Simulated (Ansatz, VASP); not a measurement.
# TiC in VASP and in Ansatz

Contents of INCAR:

```
PREC = Accurate
ENCUT = 520
EDIFF = 1E-6
ISMEAR = 0
SIGMA = 0.15
LREAL = False
LASPH = True
NELM = 80
ALGO = Normal
ISIF = 2
LWAVE = False
LCHARG = False
GGA = PS
NBANDS = 15
```

Contents of KPOINTS:

```
regular mesh
0
Gamma
  20 20 20
```

File POSCAR:

```
TiC
1.0
    0.0000000000      2.1290906697      2.2355452032
    2.1290906697      0.0000000000      2.2355452032
    2.1290906697      2.1290906697      0.0000000000
Ti C
1 1
Direct
    0.0000000000      0.0000000000      0.0000000000
    0.5000000000      0.5000000000      0.5000000000
```

Input for Ansatz:

```yaml
crystal:
  lattice:
    - [0.0, 2.1290906697, 2.2355452032]
    - [2.1290906697, 0.0, 2.2355452032]
    - [2.1290906697, 2.1290906697, 0.0]
  atoms:
    - { symbol: Ti, position: [0.0, 0.0, 0.0] }
    - { symbol: C, position: [0.5, 0.5, 0.5] }
basis:
  ecutwfc: 420
kpoints:
  mp_grid: { grid: [20, 20, 20] }
hamiltonian:
  xc: pbesol
scf:
  occupations: { method: gaussian, width: 0.15 }
output:
  forces: true
  stress: true
  eigenvalues: true
```

Alike in both runs: task single point; functional PBEsol; k mesh 20 × 20 × 20; occupations gaussian, width 0.15 eV; no spin polarisation.

|  | VASP | Ansatz |
| --- | --- | --- |
| version | VASP 6.6.1 | Ansatz 0.2.0 |
| potentials or method | VASP PAW PBE potentials, release 64 (Ti_sv, C), cutoff 520 eV | scalar-relativistic, plane waves, PAW |
| valence electrons in the cell | 16 | 16 |

Ansatz gave:

| Property | Result |
| --- | --- |
| gap on the k mesh at the Fermi level (eV) | none |
| pressure (GPa) | -5.0 |
| traceless stress, the component that is largest in VASP (GPa) | -11.67 |

Question: Which values does VASP return?

Answer: gap on the k mesh at the Fermi level (eV): none; pressure (GPa): -4.8; traceless stress, the component that is largest in VASP (GPa): -11.74.

VASP's potentials were made for PBE, not for PBEsol. A gap of «none» marks a metal or a gap that the smearing closes.
